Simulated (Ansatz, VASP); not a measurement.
# CuO in VASP and in Ansatz

```
CELL_PARAMETERS angstrom
1.99097 -2.15355 0.00000
1.99097 2.15355 0.00000
0.00000 0.00000 5.15593
ATOMIC_POSITIONS crystal
Cu 0.00000 0.50000 0.00000
Cu 0.50000 0.00000 0.50000
O 0.50000 0.50000 0.25000
O 0.50000 0.50000 0.75000
```

Alike in both runs: task single point; functional r2SCAN; k mesh 6 × 6 × 4; occupations gaussian, width 0.1 eV; collinear spin.

```csv
,VASP,Ansatz
version,VASP 6.6.1,Ansatz 0.2.0
potentials or method,"VASP PAW PBE potentials, release 64 (Cu, O), cutoff 520 eV","scalar-relativistic, plane waves, PAW"
valence electrons in the cell,34,50
```

Ansatz gave:

* gap on the k mesh at the Fermi level (eV): none
* pressure (GPa): -4.1
* traceless stress, the component that is largest in VASP (GPa): 0.13
* net moment per atom (μB): 0.47
* size of the moment on the site where the two differ most (μB): 0.62

**Question.** What did VASP give for the same quantities?

**Answer.** gap on the k mesh at the Fermi level (eV): none; pressure (GPa): -4.0; traceless stress, the component that is largest in VASP (GPa): 0.64; net moment per atom (μB): 0.00; size of the moment on the site where the two differ most (μB): 0.00.

The net moments are unlike, so the other rows may belong to different states. VASP's potentials were made for PBE, not for r2SCAN. Site moments also hang on the region over which each program counts them. A gap of «none» marks a metal or a gap that the smearing closes. VASP's potentials hold 34 valence electrons a cell and Ansatz's 50, so a difference there can come from the potentials and not from the codes. Ansatz's warnings: stability check not made.
